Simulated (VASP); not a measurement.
A run of VASP 6.6.1:

The input INCAR:

```
SYSTEM = CuO
ALGO = Normal
EDIFF = 1E-6
ENCUT = 520
GGA = PS
ISIF = 2
ISMEAR = -1
LASPH = .TRUE.
LCHARG = .TRUE.
LELF = .TRUE.
LREAL = .FALSE.
LVHAR = .TRUE.
LWAVE = .FALSE.
NBANDS = 25
NELM = 80
PREC = Accurate
SIGMA = 0.05
```

The input KPOINTS:

```
k-points
0
G
  10 10 5
  0 0 0
```

The input POSCAR:

```
CuO
1.0
    2.3573593924     -1.7226334429      0.0000000000
    2.3573593924      1.7226334429      0.0000000000
   -0.8556569116      0.0000000000      5.0913661947
Cu O
2 2
Direct
    0.5000000000      0.0000000000      0.5000000000
    0.0000000000      0.5000000000      0.0000000000
    0.4184000000      0.5816000000      0.7500000000
    0.5816000000      0.4184000000      0.2500000000
```

Potentials or basis: VASP PAW PBE potentials, release 64 (Cu, O).

Run with:

```sh
$ cat potpaw_PBE.64/Cu/POTCAR potpaw_PBE.64/O/POTCAR > POTCAR
$ mpirun -np 1 vasp_std > vasp.out
```

Hardware: 1 thread of Intel(R) Xeon(R) 6975P-C (Granite Rapids), on a shared host.

Problem. How long does it take, and how much memory?

Solution. Run time: 48 s on 1 thread of Intel(R) Xeon(R) 6975P-C (Granite Rapids) (shared host), peak memory 0.24 GiB. Counts: scf iterations 15, k points 141.
